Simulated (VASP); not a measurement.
# SrTa2O2 (I4/mmm) in VASP: further runs

The runs below take SrTa2O2 through relaxation of cell and atoms, single point, with PBE.

Program: VASP 6.6.1. These are calculated values, not measurements. Logs are shortened: lines on timing, memory, paths and dates and some standing lists are left out, and cuts for length are marked.

## (1) The cell of the first run

Symmetry: I4/mmm, No. 139, tetragonal system. The conventional cell has a = 5.473 Å, b = 5.473 Å, c = 5.744 Å, α = 90.00°, β = 90.00°, γ = 90.00°. Sr (site symmetry 4/mmm) has 2 O at 2.04 Å and 4 Ta at 2.74 Å within 2.8 Å. Within 3.6 Å of Ta (site symmetry mmm) lie 2 Sr at 2.74 Å and 8 O at 2.86 to 3.41 Å and 2 Ta at 2.87 Å. O (site symmetry 4mm) has 1 O at 1.67 Å and 1 Sr at 2.04 Å within 2.2 Å.

The cell was built from a structure type or drawn by symmetry, and may not be a known phase.

## (2) Relaxation of cell and atoms, PBE

Input file INCAR:

```
SYSTEM = SrTa2O2
PREC = Accurate ; ENCUT = 600
EDIFF = 1E-7 ; ISMEAR = 0
SIGMA = 0.1 ; LREAL = .False.
LASPH = .True. ; NELM = 80
ALGO = Normal ; ISIF = 3
LWAVE = .False. ; LCHARG = .False.
GGA = PE ; IBRION = 2
NSW = 90 ; EDIFFG = -0.04
```

Input file KPOINTS:

```
regular mesh
0
Gamma
  4 4 4
  0 0 0
```

Input file POSCAR:

```
SrTa2O2
1.0
   -2.7365454400      2.7365454400      2.8722197900
    2.7365454400     -2.7365454400      2.8722197900
    2.7365454400      2.7365454400     -2.8722197900
Sr Ta O
1 2 2
Direct
    0.0000000000      0.0000000000      0.0000000000
    0.5000000000      0.0000000000      0.5000000000
    0.0000000000      0.5000000000      0.5000000000
    0.6455033900      0.6455033900      0.0000000000
    0.3544966100      0.3544966100      0.0000000000
```

Potentials or basis: VASP PAW PBE potentials, release 64 (Sr_sv, Ta_pv, O).

The run is started by

```
$ cat potpaw_PBE.64/Sr_sv/POTCAR potpaw_PBE.64/Ta_pv/POTCAR potpaw_PBE.64/O/POTCAR > POTCAR
$ mpirun -np 1 vasp_std > vasp.out
```

OUTCAR:

```text
SYSTEM = SrTa2O2
   PREC = Accurate
   ENCUT = 600
   EDIFF = 1E-7
   ISMEAR = 0
   LREAL = .False.
   LASPH = .True.
   NELM = 80
   ISIF = 3
   GGA = PE
   IBRION = 2
   NSW = 90
   EDIFFG = -0.04

 ion  position               nearest neighbor table
   1  0.000  0.000  0.000-   4 2.04   5 2.04   2 2.74   3 2.74   3 2.74   2 2.74   2 3.97   3 3.97
                             3 3.97   3 3.97   2 3.97   2 3.97   2 3.97   3 3.97
   2  0.500  0.000  0.500-   1 2.74   1 2.74   3 2.87   3 2.87   1 3.97   1 3.97   1 3.97   1 3.97

   3  0.000  0.500  0.500-   1 2.74   1 2.74   2 2.87   2 2.87   1 3.97   1 3.97   1 3.97   1 3.97

   4  0.646  0.646  0.000-   5 1.67   1 2.04
   5  0.354  0.354  0.000-   4 1.67   1 2.04

  LATTYP: Found a body centered tetragonal cell.
 ALAT       =     5.4730908800
 C/A-ratio  =     1.0495786944

  Lattice vectors:

 A1 = (  -2.7365454400,   2.7365454400,   2.8722197900)
 A2 = (   2.7365454400,  -2.7365454400,   2.8722197900)
 A3 = (   2.7365454400,   2.7365454400,  -2.8722197900)

Analysis of symmetry for initial positions (statically):
=====================================================================
 Subroutine PRICEL returns:
 Original cell was already a primitive cell.

 Routine SETGRP: Setting up the symmetry group for a
 body centered tetragonal supercell.

 Subroutine GETGRP returns: Found 16 space group operations
 (whereof 16 operations were pure point group operations)
 out of a pool of 16 trial point group operations.

The static configuration has the point symmetry D_4h.

Analysis of symmetry for dynamics (positions and initial velocities):
=====================================================================
 Subroutine PRICEL returns:
 Original cell was already a primitive cell.

 Routine SETGRP: Setting up the symmetry group for a
 body centered tetragonal supercell.

 Subroutine GETGRP returns: Found 16 space group operations
 (whereof 16 operations were pure point group operations)
 out of a pool of 16 trial point group operations.

The dynamic configuration has the point symmetry D_4h.

 Subroutine INISYM returns: Found 16 space group operations
 (whereof 16 operations are pure point group operations),
 and found     1 'primitive' translations

----------------------------------------------------------------------------------------

                                     Primitive cell

  volume of cell :      86.0366

  direct lattice vectors                    reciprocal lattice vectors
    -2.736545440  2.736545440  2.872219790     0.000000000  0.182712113  0.174081385
     2.736545440 -2.736545440  2.872219790     0.182712113  0.000000000  0.174081385
     2.736545440  2.736545440 -2.872219790     0.182712113  0.182712113  0.000000000

  length of vectors
     4.819440674  4.819440674  4.819440674     0.252364904  0.252364904  0.258393948

  position of ions in fractional coordinates (direct lattice)
     0.000000000  0.000000000  0.000000000
     0.500000000  0.000000000  0.500000000
     0.000000000  0.500000000  0.500000000
     0.645503390  0.645503390  0.000000000
     0.354496610  0.354496610  0.000000000

  ion indices of the primitive-cell ions
   primitive index   ion index
                 1           1
                 2           2
                 3           3
                 4           4
                 5           5

----------------------------------------------------------------------------------------

 KPOINTS: regular mesh

Automatic generation of k-mesh.
 Grid dimensions read from file:
 generate k-points for:    4    4    4

 Generating k-lattice:

  Cartesian coordinates                     Fractional coordinates (reciprocal lattice)
     0.000000000  0.045678028  0.043520346     0.250000000  0.000000000 -0.000000000
     0.045678028  0.000000000  0.043520346     0.000000000  0.250000000 -0.000000000
     0.045678028  0.045678028  0.000000000     0.000000000  0.000000000  0.250000000

  Length of vectors
     0.063091226  0.063091226  0.064598487

[... 45 lines left out ...]
   EFERMI =   0.00;   METHOD = LEGACY
   ISMEAR =     0;   SIGMA  =   0.10  broadening in eV -4-tet -1-fermi 0-gaus
   EFERMI_NEDOS =   21; number of points for ismear=-14 and -15
   IALGO  =     38    algorithm
   IMIX   =      4    mixing-type and parameters
     AMIX     =   0.40;   BMIX     =  1.00
     AMIX_MAG =   1.60;   BMIX_MAG =  1.00
  volume/ion in A,a.u.               =      17.21       116.12
  Fermi-wavevector in a.u.,A,eV,Ry     =   1.309176  2.473984 23.319597  1.713942
  Thomas-Fermi vector in A             =   2.439793
   LORBIT       =      0    0 simple, 1 ext, 2 COOP (PROOUT), +10 PAW based schemes
   GGA     = PE    functional components
   LHFCALC =     F    Hartree Fock is set to
   AEXX    =    0.0000 exact exchange contribution
   IVDW    =     0    specifies the selected vdW correction
   LEPSILON=     F    determine dielectric tensor
   LRPA    =     F    only Hartree local field effects (RPA)
 conjugate gradient relaxation of ions
 non-spin polarized calculation
 Gauss-broadening in eV      SIGMA  =   0.10
  energy-cutoff  :      600.00
  volume of cell :       86.04
 maximum number of plane-waves:      2896
 NGX is ok and might be reduce to    40
   NGX = 19   NGY = 19   NGZ = 19

--------------------------------------- Ionic step        1  -------------------------------------------

 number of electron      43.9999999 magnetization

 Free energy of the ion-electron system (eV)
  ---------------------------------------------------
  ext. energy  EPLUGINS =         0.00000000
  ---------------------------------------------------
  free energy    TOTEN  =       -26.90552067 eV

  energy without entropy =      -26.86875711  energy(sigma->0) =      -26.88713889

 E-fermi :   4.1922     XC(G=0): -10.9916

 val. band max:        4.1872661339   @ k =  -0.2500   0.5000   0.2500
 cond. band min:       4.2196704615   @ k =   0.5000   0.0000  -0.0000
 fundamental gap:      0.0324043276
 Fermi energy:         4.1922209332

 k-point     1 :       0.0000    0.0000    0.0000
  band No.  band energies     occupation
      1     -31.0542      2.00000
      2     -31.0542      2.00000
      3     -30.9276      2.00000
      4     -30.7926      2.00000
      5     -30.7926      2.00000
      6     -30.2075      2.00000
[... 476 lines left out ...]
  FREE ENERGIE OF THE ION-ELECTRON SYSTEM (eV)
  ---------------------------------------------------
  free  energy   TOTEN  =       -27.9302121248 eV

  energy  without entropy=      -27.8729738398  energy(sigma->0) =      -27.90159298

[... ionic steps 4 to 14 ...]

--------------------------------------- Ionic step       15  -------------------------------------------

 number of electron      44.0000001 magnetization

------------------------ aborting loop because EDIFF is reached ----------------------------------------

  FORCE on cell =-STRESS in cart. coord.  units (eV):
  Direction    XX          YY          ZZ          XY          YZ          ZX
  --------------------------------------------------------------------------------------
  -------------------------------------------------------------------------------------
  Total        0.0724944      0.0724944      0.1277146      0.0000000     -0.0000000     -0.0000000
  in kB        1.1172112      1.1172112      1.9682096      0.0000000     -0.0000000     -0.0000000
  external PRESSURE =       1.4008773 kB  Pullay stress =       0.0000000 kB
[... 63 lines left out ...]
  energy  without entropy=      -28.2462650831  energy(sigma->0) =      -28.26426885

--------------------------------------- Ionic step       17  -------------------------------------------

 number of electron      44.0000001 magnetization

 Free energy of the ion-electron system (eV)
  ---------------------------------------------------
  ext. energy  EPLUGINS =         0.00000000
  ---------------------------------------------------
  free energy    TOTEN  =       -28.28305720 eV

  energy without entropy =      -28.24672153  energy(sigma->0) =      -28.26488937

 E-fermi :   2.8818     XC(G=0): -10.0386

 val. band max:        2.8739819672   @ k =   0.5000   0.0000  -0.0000
 cond. band min:       2.8851766095   @ k =   0.0000   0.0000   0.0000
 fundamental gap:      0.0111946423
 Fermi energy:         2.8817823477

 k-point     1 :       0.0000    0.0000    0.0000
  band No.  band energies     occupation
      1     -32.5365      2.00000
      2     -32.5365      2.00000
      3     -32.3139      2.00000
      4     -32.1619      2.00000
      5     -32.1619      2.00000
      6     -31.5072      2.00000
[... 398 lines left out ...]
  FREE ENERGIE OF THE ION-ELECTRON SYSTEM (eV)
  ---------------------------------------------------
  free  energy   TOTEN  =       -28.2830572040 eV

  energy  without entropy=      -28.2467215313  energy(sigma->0) =      -28.26488937

 reached required accuracy - stopping structural energy minimisation
```

Wall time 8.5 min (1 thread of Intel Xeon Platinum 8488C (Sapphire Rapids), shared host); peak memory 0.27 GiB.

What came out:

- Free energy: -28.2831 eV
- Relaxed volume: 20.81 Å³/atom
- Relaxed cell: a = 5.137 Å, b = 5.137 Å, c = 5.137 Å, α = 107.74°, β = 107.74°, γ = 112.99°
- Space group after relaxing (to 0.1 Å): I4/mmm (No. 139)
- Energy gained by relaxing: 275.5 meV/atom
- Ionic steps: 17
- Pressure after relaxing: 0.1 GPa
- Largest force after relaxing: 0.007 eV/Å
- Band gap on the k mesh: zero (bands 22 and 23 overlap by 0.44 eV)

Forces in eV/Å, atoms in the order of the input:
```
Sr   0.000  0.000  0.000
Ta   0.000  0.000  0.000
Ta   0.000  0.000  0.000
O    0.000  0.000 -0.007
O    0.000  0.000  0.007
```

Step by step:
```tsv
step	energy change (eV)	largest force (eV/Å)	pressure (GPa)	volume (Å³)
1	0.0000	3.2118	9.12	86.04
2	-1.0234	0.7708	-2.95	98.82
3	-1.0247	0.9831	-2.80	98.39
4	-0.1673	13.7064	8.09	99.10
5	-1.1096	0.1085	-2.09	98.54
6	-1.1381	0.6225	-1.53	98.61
7	-1.1465	1.3832	-0.94	98.68
8	-1.3237	0.3400	2.66	97.33
9	-1.3239	0.3618	2.57	97.35
10	-1.3400	1.1701	-0.03	100.98
11	-1.3464	0.6698	0.84	99.68
12	-1.3716	0.1050	-0.16	102.80
13	-1.3732	0.0912	-0.46	103.89
14	-1.3771	0.1733	0.20	103.97
15	-1.3771	0.1669	0.14	103.96
16	-1.3768	0.2375	-0.02	104.17
17	-1.3775	0.0067	0.07	104.05
```

Final structure:
```cif
data_structure
_symmetry_space_group_name_H-M 'P 1'
_symmetry_Int_Tables_number 1
_cell_length_a 5.1369
_cell_length_b 5.1369
_cell_length_c 5.1369
_cell_angle_alpha 107.741
_cell_angle_beta 107.741
_cell_angle_gamma 112.990
_cell_volume 104.05
loop_
_atom_site_label
_atom_site_type_symbol
_atom_site_fract_x
_atom_site_fract_y
_atom_site_fract_z
_atom_site_occupancy
Sr1 Sr 0.00000 0.00000 0.00000 1
Ta1 Ta 0.50000 0.00000 0.50000 1
Ta2 Ta 0.00000 0.50000 0.50000 1
O1 O 0.61997 0.61997 0.00000 1
O2 O 0.38003 0.38003 0.00000 1
```

Caveat: the k points lie up to 0.38 Å⁻¹ apart in the final cell; the volume moved by over 15 % at a fixed basis, so the end points are rough; spin-orbit coupling is left out, which moves the levels of the heavy elements.

(Continued in part 2 of 2.)
